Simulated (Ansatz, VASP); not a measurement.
## One calculation of In, two programs

File INCAR:

```
ALGO = Fast
EDIFF = 1E-6
ENCUT = 520
GGA = PE
ISIF = 2
ISMEAR = 0
LASPH = T
LCHARG = F
LREAL = F
LWAVE = F
NBANDS = 12
NELM = 80
PREC = Accurate
SIGMA = 0.05
```

KPOINTS

```
k-points
0
Gamma
  16 16 16
```

The input POSCAR:

```
In
1.0
   -1.9114157473      1.9114157473      1.9114157473
    1.9114157473     -1.9114157473      1.9114157473
    1.9114157473      1.9114157473     -1.9114157473
In
1
Direct
    0.0000000000      0.0000000000      0.0000000000
```

Input for Ansatz:

```yaml
crystal:
  lattice:
    - [-1.9114157473, 1.9114157473, 1.9114157473]
    - [1.9114157473, -1.9114157473, 1.9114157473]
    - [1.9114157473, 1.9114157473, -1.9114157473]
  atoms:
    - { symbol: In, position: [0.0, 0.0, 0.0] }
basis:
  ecutwfc: 420
  ecutrho_ratio: 4
kpoints:
  mp_grid: { grid: [16, 16, 16] }
hamiltonian:
  xc: pbe
scf:
  occupations: { method: gaussian, width: 0.05 }
output:
  forces: true
  stress: true
  eigenvalues: true
```

Alike in both runs: task single point; functional PBE; k mesh 16 × 16 × 16; occupations gaussian, width 0.05 eV; no spin polarisation.

```csv
,VASP,Ansatz
version,VASP 6.6.1,Ansatz 0.2.0
potentials or method,"VASP PAW PBE potentials, release 64 (In_d), cutoff 520 eV","scalar-relativistic, plane waves, PAW"
valence electrons in the cell,13,13
```

|  | VASP | Ansatz | Ansatz less VASP |
| --- | --- | --- | --- |
| gap on the k mesh at the Fermi level (eV) | none | none | - |
| pressure (GPa) | 0.0 | 0.0 | 0.00 |

A gap of «none» marks a metal or a gap that the smearing closes.
